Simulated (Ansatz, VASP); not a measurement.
Ti3O4 in VASP and in Ansatz

```
Ti O
1.0
    -2.06591    2.06591    4.08913
     2.06591   -2.06591    4.08913
     2.06591    2.06591   -4.08913
Ti O
3 4
Direct
  0.75000 0.25000 0.50000
  0.50000 0.50000 0.00000
  0.25000 0.75000 0.50000
  0.75588 0.75588 0.00000
  0.50000 0.00000 0.50000
  0.24412 0.24412 0.00000
  0.00000 0.50000 0.50000
```

Alike in both runs: task single point; functional PBEsol; k mesh 9 × 9 × 9; occupations fermi-dirac, width 0.05 eV; no spin polarisation.

|  | VASP | Ansatz |
| --- | --- | --- |
| version | VASP 6.6.1 | Ansatz 0.2.0 |
| potentials or method | VASP PAW PBE potentials, release 64 (Ti_sv, O) | Ansatz PAW |
| plane-wave cutoff (eV) | 520 | 420 |
| valence electrons in the cell | 60 | 60 |

```csv
,VASP,Ansatz,Ansatz less VASP
gap on the k mesh at the Fermi level (eV),none,none,-
pressure (GPa),-5.0,-5.7,-0.71
"traceless stress, the component that is largest in VASP (GPa)",-0.32,-0.41,-0.088
rms of the force components (eV/Å),0.003,0.003,-0.0003
```

VASP's potentials were made for PBE, not for PBEsol. Atom by atom the forces differ by 0.007 eV/Å (rms over components). A gap of «none» marks a metal or a gap that the smearing closes. The functional is the same, so the differences come from potentials, cutoffs and numerics.
